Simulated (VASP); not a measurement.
# ZnS (Cmc2_1) in VASP: notebook, part 2 of 2

VASP 6.6.1. The steps go on from the part before.

## (3) Single point, PBE (strain -0.0100 x Voigt [1, 0, 0, 0, 0, 0])

Input file INCAR:

```
SYSTEM = ZnS
PREC = Accurate ; ENCUT = 520
EDIFF = 1E-6 ; ISMEAR = 0
SIGMA = 0.05 ; LREAL = .False.
LASPH = .True. ; NELM = 100
ALGO = Normal ; ISIF = 2
LWAVE = .False. ; LCHARG = .True.
GGA = PE ; LELF = .True.
LVHAR = .True. ; NBANDS = 26
```

Input file KPOINTS:

```
Automatic mesh
0
Gamma
  12 12 6
  0 0 0
```

Input file POSCAR:

```
ZnS
1.0
    3.7728887938      0.0000000000      0.0000000000
   -1.8864443969      3.3004217586      0.0000000000
    0.0000000000      0.0000000000      6.2340000000
Zn S
2 2
Direct
    0.3333333333      0.6666666667      0.0000000000
    0.6666666667      0.3333333333      0.5000000000
    0.3333333333      0.6666666667      0.3850000000
    0.6666666667      0.3333333333      0.8850000000
```

Potentials or basis: VASP PAW PBE potentials, release 64 (Zn, S).

Started as:

```console
> cat potpaw_PBE.64/Zn/POTCAR potpaw_PBE.64/S/POTCAR > POTCAR
> mpirun -np 1 vasp_std > vasp.out
```

OUTCAR:

```text
SYSTEM = ZnS
   PREC = Accurate
   ENCUT = 520
   EDIFF = 1E-6
   ISMEAR = 0
   LREAL = .False.
   LASPH = .True.
   NELM = 100
   ISIF = 2
   GGA = PE

 ion  position               nearest neighbor table
   1  0.333  0.667  0.000-   4 2.30   4 2.30   4 2.31   3 2.40
   2  0.667  0.333  0.500-   3 2.30   3 2.30   3 2.31   4 2.40
   3  0.333  0.667  0.385-   2 2.30   2 2.30   2 2.31   1 2.40
   4  0.667  0.333  0.885-   1 2.30   1 2.30   1 2.31   2 2.40

  LATTYP: Found a base centered orthorhombic cell.
 ALAT       =     3.7728887938
 B/A-ratio  =     1.7495462702
 C/A-ratio  =     1.6523148019

[... 888 lines left out ...]

 [... further k-points ...]
[... 5 lines left out ...]
  --------------------------------------------------------------------------------------
  -------------------------------------------------------------------------------------
  Total        2.3980835      1.7970983      0.6971301      0.0000000      0.0000000      0.0000000
  in kB       49.4953769     37.0913109     14.3884561      0.0000000      0.0000000      0.0000000
  external PRESSURE =      33.6583813 kB  Pullay stress =       0.0000000 kB

 VOLUME and BASIS-vectors are now :
 -----------------------------------------------------------------------------
  energy-cutoff  :      520.00
  volume of cell :       77.63
      direct lattice vectors                 reciprocal lattice vectors
     3.772888794  0.000000000  0.000000000     0.265048893  0.151495789  0.000000000
    -1.886444397  3.300421759  0.000000000     0.000000000  0.302991579  0.000000000
     0.000000000  0.000000000  6.234000000     0.000000000  0.000000000  0.160410651

 POSITION                                       TOTAL-FORCE (eV/Angst)
 -----------------------------------------------------------------------------------
     -0.00000      2.20028      0.00000        -0.000000      0.063057      0.362958
      1.88644      1.10014      3.11700         0.000000     -0.063057      0.362958
     -0.00000      2.20028      2.40009         0.000000      0.077443     -0.362958
      1.88644      1.10014      5.51709         0.000000     -0.077443     -0.362958
 -----------------------------------------------------------------------------------
    total drift:                               -0.000000     -0.000001      0.000589

  FREE ENERGIE OF THE ION-ELECTRON SYSTEM (eV)
  ---------------------------------------------------
  free  energy   TOTEN  =       -13.6341412483 eV

  energy  without entropy=      -13.6341412483  energy(sigma->0) =      -13.63414125
```

OSZICAR:

```text
N       E                     dE             d eps       ncg     rms          rms(c)
DAV:   1     0.247276435950E+03    0.24728E+03   -0.17113E+04  8944   0.168E+03
DAV:   2     0.104741801740E+02   -0.23680E+03   -0.22639E+03  9148   0.353E+02
DAV:   3    -0.138966890195E+02   -0.24371E+02   -0.24121E+02 10796   0.112E+02
DAV:   4    -0.144865216700E+02   -0.58983E+00   -0.58853E+00 10368   0.175E+01
DAV:   5    -0.144955131849E+02   -0.89915E-02   -0.89892E-02 10916   0.215E+00    0.101E+01
DAV:   6    -0.136448357081E+02    0.85068E+00   -0.16522E+00 13420   0.375E+01    0.776E+00
DAV:   7    -0.136404482928E+02    0.43874E-02   -0.12727E+00  9450   0.664E+00    0.348E+00
DAV:   8    -0.136334132647E+02    0.70350E-02   -0.35114E-02 11080   0.171E+00    0.996E-01
DAV:   9    -0.136337865705E+02   -0.37331E-03   -0.97997E-03 12112   0.128E+00    0.235E-01
DAV:  10    -0.136339235848E+02   -0.13701E-03   -0.58249E-04 10456   0.342E-01    0.954E-02
DAV:  11    -0.136341375602E+02   -0.21398E-03   -0.32489E-04  9226   0.126E-01    0.531E-02
DAV:  12    -0.136341377551E+02   -0.19489E-06   -0.17027E-05 11100   0.493E-02    0.103E-02
DAV:  13    -0.136341411544E+02   -0.33993E-05   -0.59899E-06  9222   0.187E-02    0.292E-03
DAV:  14    -0.136341412483E+02   -0.93920E-07   -0.65551E-07  7394   0.161E-02
   1 F= -.13634141E+02 E0= -.13634141E+02  d E =-.147712E-16
```

stdout:

```text
POSCAR found type information on POSCAR ZnS
 POSCAR found :  2 types and       4 ions
 scaLAPACK will be used
 LDA part: xc-table for (Slater+PW92), standard interpolation
 POSCAR, INCAR and KPOINTS ok, starting setup
 FFT: planning ... GRIDC
 FFT: planning ... GRID_SOFT
 FFT: planning ... GRID
 WAVECAR not read
 entering main loop
```

Wall time 3.6 min (1 thread of Intel Xeon Platinum 8259CL at 2.50GHz (Skylake/Cascade Lake), shared host); peak memory 0.39 GiB.

Results:

| Item | Value |
| --- | --- |
| Free energy | -13.6341 eV |
| Pressure | 3.4 GPa |
| Largest force | 0.371 eV/Å |
| Band gap on the k mesh | 2.28 eV, direct |

Forces in eV/Å, atoms in the order of the input:
```
Zn   0.000  0.063  0.363
Zn   0.000 -0.063  0.363
S    0.000  0.077 -0.363
S    0.000 -0.077 -0.363
```

Stress tensor (GPa, compression positive):
```
4.95 0.00 0.00
0.00 3.71 0.00
0.00 0.00 1.44
```

Levels at points of the mesh, in eV from the valence-band top:
```tsv
k point	band 16	band 17	band 18	band 19	band 20	band 21
(0.00, 0.00, 0.00)	-0.04	-0.03	0.00	2.28	3.04	6.25
(0.50, 0.00, 0.00)	-2.31	-1.60	-1.04	3.58	4.25	5.14
(0.00, 0.50, 0.00)	-2.23	-1.59	-0.97	3.69	4.32	5.14
(0.00, 0.00, 0.50)	-0.48	-0.44	-0.44	3.55	3.55	6.68
(0.50, 0.00, 0.50)	-1.72	-1.58	-1.58	3.58	3.58	5.11
(0.00, 0.50, 0.50)	-1.65	-1.59	-1.59	3.63	3.63	5.13
```

Caveat: the cell differs from its parent crystal (strain -0.0100 x Voigt [1, 0, 0, 0, 0, 0]). A k mesh can miss the band edges.

## (4) Single point, PBE (strain +0.0100 x Voigt [1, 0, 0, 0, 0, 0])

Input file INCAR:

```
SYSTEM = ZnS
ALGO = Normal
EDIFF = 1E-6
ENCUT = 520
GGA = PE
ISIF = 2
ISMEAR = 0
LASPH = .True.
LCHARG = .False.
LREAL = .False.
LWAVE = .False.
NBANDS = 26
NELM = 60
PREC = Accurate
SIGMA = 0.05
```

Input file KPOINTS:

```
k-points
0
Gamma
  12 12 6
  0 0 0
```

Changes to POSCAR since step 3:

```diff
@@ -2,4 +2,4 @@
 1.0
-    3.7728887938      0.0000000000      0.0000000000
-   -1.8864443969      3.3004217586      0.0000000000
+    3.8491087694      0.0000000000      0.0000000000
+   -1.9245543847      3.3004217586      0.0000000000
     0.0000000000      0.0000000000      6.2340000000
```

Started as:

```console
> cat potpaw_PBE.64/Zn/POTCAR potpaw_PBE.64/S/POTCAR > POTCAR
> mpirun -np 1 vasp_std > vasp.out
```

Wall time 4 min (1 thread of Intel Xeon Platinum 8259CL at 2.50GHz (Skylake/Cascade Lake), shared host); peak memory 0.4 GiB.

Results (log left out):

```yaml
Free_energy: -13.6658 eV
Pressure: 1.7 GPa
Largest_force: 0.296 eV/Å
Band_gap_on_the_k_mesh: 2.20 eV, direct
```

Forces in eV/Å, atoms in the order of the input:
```
Zn   0.000 -0.055  0.287
Zn   0.000  0.055  0.287
S    0.000 -0.070 -0.287
S    0.000  0.070 -0.287
```

Stress tensor (GPa, compression positive):
```
1.54 0.00 0.00
0.00 2.69 0.00
0.00 0.00 0.82
```

Levels at points of the mesh, in eV from the valence-band top:
| k point | band 16 | band 17 | band 18 | band 19 | band 20 | band 21 |
| --- | --- | --- | --- | --- | --- | --- |
| (0.00, 0.00, 0.00) | -0.05 | -0.01 | 0.00 | 2.20 | 2.93 | 6.23 |
| (0.50, 0.00, 0.00) | -2.22 | -1.54 | -0.95 | 3.63 | 4.26 | 5.20 |
| (0.00, 0.50, 0.00) | -2.29 | -1.55 | -1.01 | 3.52 | 4.19 | 5.20 |
| (0.00, 0.00, 0.50) | -0.49 | -0.45 | -0.45 | 3.45 | 3.45 | 6.65 |
| (0.50, 0.00, 0.50) | -1.63 | -1.51 | -1.51 | 3.63 | 3.63 | 5.16 |
| (0.00, 0.50, 0.50) | -1.70 | -1.50 | -1.50 | 3.57 | 3.57 | 5.14 |

Caveat: the cell differs from its parent crystal (strain +0.0100 x Voigt [1, 0, 0, 0, 0, 0]).

## (5) Single point, PBE (strain +0.0200 x Voigt [1, 0, 0, 0, 0, 0])

Changes to INCAR since step 4:

```diff
@@ -12,3 +12,3 @@
 NBANDS = 26
-NELM = 60
+NELM = 100
 PREC = Accurate
```

KPOINTS is that of step 4.

Changes to POSCAR since step 4:

```diff
@@ -2,4 +2,4 @@
 1.0
-    3.8491087694      0.0000000000      0.0000000000
-   -1.9245543847      3.3004217586      0.0000000000
+    3.8872187572      0.0000000000      0.0000000000
+   -1.9436093786      3.3004217586      0.0000000000
     0.0000000000      0.0000000000      6.2340000000
```

Started as:

```console
> cat potpaw_PBE.64/Zn/POTCAR potpaw_PBE.64/S/POTCAR > POTCAR
> mpirun -np 1 vasp_std > vasp.out
```

Wall time 4.1 min (1 thread of Intel Xeon Platinum 8259CL at 2.50GHz (Skylake/Cascade Lake), shared host); peak memory 0.41 GiB.

It converged, with:

```
Free energy            : -13.6697 eV
Pressure               : 0.9 GPa
Largest force          : 0.289 eV/Å
Band gap on the k mesh : 2.14 eV, direct
```

Forces on the atoms (eV/Å):
```
Zn   0.000 -0.103  0.256
Zn   0.000  0.103  0.256
S    0.000 -0.133 -0.256
S    0.000  0.133 -0.256
```

Stress tensor (GPa, compression positive):
```
0.02 0.00 0.00
0.00 2.23 0.00
0.00 0.00 0.54
```

Levels at points of the mesh, in eV from the valence-band top:
```csv
k point,band 15,band 16,band 17,band 18,band 19,band 20,band 21,band 22
"(0.00, 0.00, 0.00)",-0.86,-0.08,-0.02,0.00,2.14,2.86,6.16,6.35
"(0.50, 0.00, 0.00)",-3.12,-2.18,-1.53,-0.92,3.63,4.26,5.21,7.15
"(0.00, 0.50, 0.00)",-3.05,-2.33,-1.55,-1.04,3.43,4.11,5.23,6.97
"(0.00, 0.00, 0.50)",-0.52,-0.52,-0.46,-0.46,3.39,3.39,6.58,6.58
"(0.50, 0.00, 0.50)",-1.60,-1.60,-1.49,-1.49,3.64,3.64,5.17,5.17
"(0.00, 0.50, 0.50)",-1.73,-1.73,-1.47,-1.47,3.52,3.52,5.14,5.14
```

Caveat: the cell differs from its parent crystal (strain +0.0200 x Voigt [1, 0, 0, 0, 0, 0]). A k mesh can miss the band edges.

## (6) Overview

| cell | gap on the mesh (eV) | pressure (GPa) | largest force (eV/Å) |
| --- | --- | --- | --- |
| a = 3.963, b = 3.850, c = 6.234 Å, angles 90.0, 90.0, 121.0°, 4 atoms | 2.02 | -0.4 | 0.32 |
| a = 3.773, b = 3.802, c = 6.234 Å, angles 90.0, 90.0, 119.8°, 4 atoms | 2.28 | 3.4 | 0.37 |
| a = 3.849, b = 3.821, c = 6.234 Å, angles 90.0, 90.0, 120.2°, 4 atoms | 2.20 | 1.7 | 0.30 |
| a = 3.887, b = 3.830, c = 6.234 Å, angles 90.0, 90.0, 120.5°, 4 atoms | 2.14 | 0.9 | 0.29 |

Alike in all rows: task single point; level PBE; potentials or basis VASP PAW PBE potentials, release 64 (Zn, S); no spin polarisation; k mesh 12 × 12 × 6; cutoff (eV) 520; smearing gaussian 0.05 eV.

Absolute energies hang on the potentials; compare differences alone.
